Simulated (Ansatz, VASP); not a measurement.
Two plane-wave programs on MgO

The input INCAR:

```
PREC     = Accurate       # precision mode
ENCUT    = 600            # plane-wave cutoff, eV
EDIFF    = 1E-6           # SCF threshold, eV
ISMEAR   = 0              # smearing method
SIGMA    = 0.01           # smearing width, eV
LREAL    = F              # projectors in reciprocal space
LASPH    = T              # aspherical terms in the spheres
NELM     = 120            # most SCF steps
ALGO     = Normal         # electronic algorithm
ISIF     = 2              # what is computed and relaxed
LWAVE    = F              # write WAVECAR
LCHARG   = F              # write CHGCAR
NBANDS   = 16             # bands
GGA_COMPAT= F
```

KPOINTS

```
regular mesh
0
Gamma
  6 6 4
```

Contents of POSCAR:

```
MgO
1.0
    3.4863800000      0.0000000000      0.0000000000
   -1.7431900000      3.0192936472      0.0000000000
    0.0000000000      0.0000000000      4.1780400000
Mg O
2 2
Direct
    0.6666666667      0.3333333333      0.7500000000
    0.3333333333      0.6666666667      0.2500000000
    0.6666666667      0.3333333333      0.2500000000
    0.3333333333      0.6666666667      0.7500000000
```

Input for Ansatz:

```yaml
crystal:
  lattice:
    a: 3.48638
    b: 3.48638
    c: 4.17804
    alpha: 90.0
    beta: 90.0
    gamma: 120.0
  space_group: 194
  atoms:
    - { symbol: Mg, position: [0.6666666666666666, 0.3333333333333333, 0.75] }
    - { symbol: O, position: [0.6666666666666666, 0.3333333333333333, 0.25] }
basis:
  ecutwfc: 450.0
kpoints:
  mp_grid:
    grid: [6, 6, 4]
    shift: [0.0, 0.0, 0.0]
hamiltonian:
  xc: lda
  pseudopotentials:
    kind: paw
scf:
  occupations:
    method: fixed
output:
  stress: true
  eigenvalues: true
```

Alike in both runs: task single point; functional LDA; k mesh 6 × 6 × 4; no spin polarisation.

|  | VASP | Ansatz |
| --- | --- | --- |
| version | VASP 6.6.1 | Ansatz 0.2.0 |
| potentials or method | VASP PAW LDA potentials, release 64 (Mg, O), cutoff 600 eV | plane waves, PAW |
| occupations | gaussian, width 0.01 eV | fixed |
| valence electrons in the cell | 16 | 32 |

```tsv
	VASP	Ansatz	Ansatz less VASP
gap on the k mesh at the Fermi level (eV)	3.34	3.34	+0.004
pressure (GPa)	-6.0	-4.0	+1.96
traceless stress, the component that is largest in VASP (GPa)	-0.03	-0.15	-0.115
```

LDA's correlation is that of Perdew and Zunger in VASP and of Perdew and Wang (1992) in Ansatz. VASP's potentials hold 16 valence electrons a cell and Ansatz's 32, so a difference there can come from the potentials and not from the codes.
